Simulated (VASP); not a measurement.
Bi, 1 atom in the cell. Symmetry: P6/mmm, No. 191, hexagonal system. The conventional cell has a = 3.434 Å, b = 3.434 Å, c = 3.304 Å, α = 90.00°, β = 90.00°, γ = 120.00°. Within 4.3 Å of Bi (site symmetry 6/mmm) lie 8 Bi at 3.30 to 3.43 Å. 

| Item | Value |
| --- | --- |
| Program | VASP 6.6.1 |
| Task | single point |
| Functional | PBE |
| Potentials or basis | VASP PAW PBE potentials, release 64 (Bi_d) |
| Cutoff | 520 eV |
| k mesh | 18 × 18 × 16 |
| Occupations | gaussian, width 0.1 eV |
| Spin | no spin polarisation |
| Dipole correction | no |
| Further INCAR settings | ALGO = Fast; EDIFF = 1e-07; NBANDS = 14 |

Potentials or basis: VASP PAW PBE potentials, release 64 (Bi_d).

Command:

```sh
$ cat potpaw_PBE.64/Bi_d/POTCAR > POTCAR
$ mpirun -np 1 vasp_std > vasp.out
```

Hardware: 1 thread of Intel(R) Xeon(R) Platinum 8488C (Sapphire Rapids) (shared host).

Task: Estimate the wall time of this run.

Result: Run time: 95 s on 1 thread of Intel(R) Xeon(R) Platinum 8488C (Sapphire Rapids), with other jobs on the host, peak memory 0.26 GiB. Counts: scf iterations 14, k points 333.
